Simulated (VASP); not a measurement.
Here is a VASP 6.6.1 calculation.

The input INCAR:

```
PREC     = Accurate       # precision mode
ENCUT    = 600            # plane-wave cutoff, eV
EDIFF    = 1E-6           # SCF threshold, eV
ISMEAR   = -1             # smearing method
SIGMA    = 0.05           # smearing width, eV
LREAL    = False          # projectors in reciprocal space
LASPH    = True           # aspherical terms in the spheres
NELM     = 80             # most SCF steps
ALGO     = Normal         # electronic algorithm
ISIF     = 3              # what is computed and relaxed
LWAVE    = False          # write WAVECAR
LCHARG   = False          # write CHGCAR
GGA      = PE             # functional
IBRION   = 2              # ionic algorithm
NSW      = 60             # ionic steps
EDIFFG   = -0.01          # ionic threshold
KPAR     = 2
```

KPOINTS

```
regular mesh
0
Gamma
  9 6 4
```

POSCAR

```
TiO2
1.0
    2.9682645463      0.0000000000      0.0000000000
    0.0002080834      4.7076067549      0.0000000000
    1.4835696211      0.2423534620      7.0834647979
Ti O
3 6
Direct
    0.0033718700      0.0003888100      0.0007031900
    0.3446402100      0.4802596500      0.3169598700
    0.6617081400      0.5204743600      0.6844963600
    0.4400381600      0.1854376900      0.1285388000
    0.7779263400      0.2977287500      0.4518780700
    0.1012362400      0.3089534200      0.8062432200
    0.9064972100      0.6918369900      0.1951715700
    0.2294071500      0.7030072800      0.5495147300
    0.5680256700      0.8153000600      0.8728271800
```

Potentials or basis: VASP PAW PBE potentials, release 64 (Ti_sv, O).

The run is started by

```sh
$ cat potpaw_PBE.64/Ti_sv/POTCAR potpaw_PBE.64/O/POTCAR > POTCAR
$ mpirun -np 2 vasp_std > vasp.out
```

Q: Estimate the band gap on the k mesh.

A: 2.21 eV (least direct gap 2.27 eV).

Q: Estimate the relaxed volume.

A: 11.26 Å³/atom.

Q: What does it give for the space group after relaxing (to 0.1 Å)?

A: C2/m (No. 12).

Q: Estimate the relaxed cell.

A: a = 2.978 Å, b = 4.780 Å, c = 7.279 Å, α = 88.39°, β = 78.20°, γ = 90.00°.

Forces in eV/Å, atoms in the order of the input:
```
Ti  -0.001  0.000  0.000
Ti   0.001  0.005 -0.004
Ti   0.000 -0.005  0.005
O    0.000  0.007  0.002
O    0.000 -0.002  0.005
O    0.000 -0.003 -0.008
O    0.000  0.004  0.008
O    0.000  0.002 -0.005
O    0.000 -0.007 -0.002
```

A k mesh can miss the band edges.
